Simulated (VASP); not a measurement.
TePb, 2 atoms in the cell. The structure is cubic, space group Pm-3m (No. 221). The conventional cell has a = 3.837 Å, b = 3.837 Å, c = 3.837 Å, α = 90.00°, β = 90.00°, γ = 90.00°. Within 4.4 Å of Te (site symmetry m-3m) lie 8 Pb at 3.32 Å and 6 Te at 3.84 Å. Pb (site symmetry m-3m) has 8 Te at 3.32 Å and 6 Pb at 3.84 Å within 4.4 Å.  This cell differs from its parent crystal: volume scaled by 0.880.

* Program: VASP 6.6.1
* Task: single point
* Functional: PBE
* Potentials or basis: VASP PAW PBE potentials, release 64 (Te, Pb_d)
* Cutoff: 520 eV
* k mesh: 10 × 10 × 10
* Occupations: gaussian, width 0.05 eV
* Spin: no spin polarisation
* Dipole correction: no
* Further INCAR settings: ALGO = Normal; EDIFF = 1e-07; NBANDS = 17

Potentials or basis: VASP PAW PBE potentials, release 64 (Te, Pb_d).

The run is started by

```console
$ cat potpaw_PBE.64/Te/POTCAR potpaw_PBE.64/Pb_d/POTCAR > POTCAR
$ mpirun -np 1 vasp_std > vasp.out
```

Hardware: 1 thread of Intel Xeon 8259CL (shared host).

Task: How long does it take, and how much memory?

Result: Wall time 76 s on 1 thread of Intel Xeon 8259CL, on a shared host, peak memory 0.21 GiB. Counts: scf iterations 13, k points 56.
